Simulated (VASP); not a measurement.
Runs of VASP 6.6.1 on ZnO (rock salt type). The structure is that of space group Fm-3m (No. 225), or close to it. The cells are those of the table. 

```csv
level,cell,k mesh,smearing,gap on the mesh (eV),pressure (GPa)
PBE,"a = 3.040 Å, angles 60.0°, 2 atoms",15 × 15 × 15,fermi-dirac 0.0612256 eV,0.83,4.7
r2SCAN,"a = 3.101 Å, angles 60.0°, 2 atoms",13 × 13 × 13,fermi-dirac 0.1 eV,1.18,-12.2
PBE,"a = 3.020 Å, angles 60.0°, 2 atoms",15 × 15 × 15,fermi-dirac 0.0612256 eV,0.92,(c)
PBE,"a = 3.101 Å, angles 60.0°, 2 atoms",22 × 22 × 22,fermi-dirac 0.0612256 eV,(a),(b)
r2SCAN,"a = 3.040 Å, angles 60.0°, 2 atoms",13 × 13 × 13,fermi-dirac 0.1 eV,1.45,-2.7
```

Alike in all rows: task single point; potentials or basis VASP PAW PBE potentials, release 64 (Zn, O); no spin polarisation; cutoff (eV) 520.

Question: Fill in the values left out.

Answer: (a) 0.56; (b) -5.0; (c) 8.7.

Caveats: the PAW data sets were made with another functional, which shifts forces and pressure a little (some runs).

A k mesh can miss the band edges.
